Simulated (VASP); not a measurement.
Input of a VASP 6.6.1 run:

INCAR

```
SYSTEM = La
PREC = Accurate
ENCUT = 520
EDIFF = 1E-7
ISMEAR = -1
SIGMA = 0.1
LREAL = .False.
LASPH = .True.
NELM = 60
ALGO = Normal
ISIF = 2
LWAVE = .False.
LCHARG = .False.
GGA = PE
NBANDS = 30
```

KPOINTS

```
regular mesh
0
Gamma
  13 13 4
  0 0 0
```

File POSCAR:

```
La
1.0
    3.6153160938      0.0000000000      0.0000000000
   -1.8076580469      3.1309555799      0.0000000000
    0.0000000000      0.0000000000     11.6074100071
La
4
Direct
    0.0000000000      1.0000000000      1.0000000000
    0.0000000000      1.0000000000      0.5000000000
    0.3333333333      0.6666666667      0.7500000000
    0.6666666667      0.3333333333      0.2500000000
```

Potentials or basis: VASP PAW PBE potentials, release 64 (La).

The run is started by

```sh
$ cat potpaw_PBE.64/La/POTCAR > POTCAR
$ mpirun -np 1 vasp_std > vasp.out
```

Task: Estimate the band gap on the k mesh.

Result: Zero (bands 22 and 23 overlap by 1.28 eV).

Task: Estimate the pressure.

Result: 3.8 GPa.

Stress tensor (GPa, compression positive):
```
3.72 0.00 0.00
0.00 3.72 0.00
0.00 0.00 3.87
```

Caveat: the cell stands under pressure; spin-orbit coupling is left out, which moves the levels of the heavy elements.
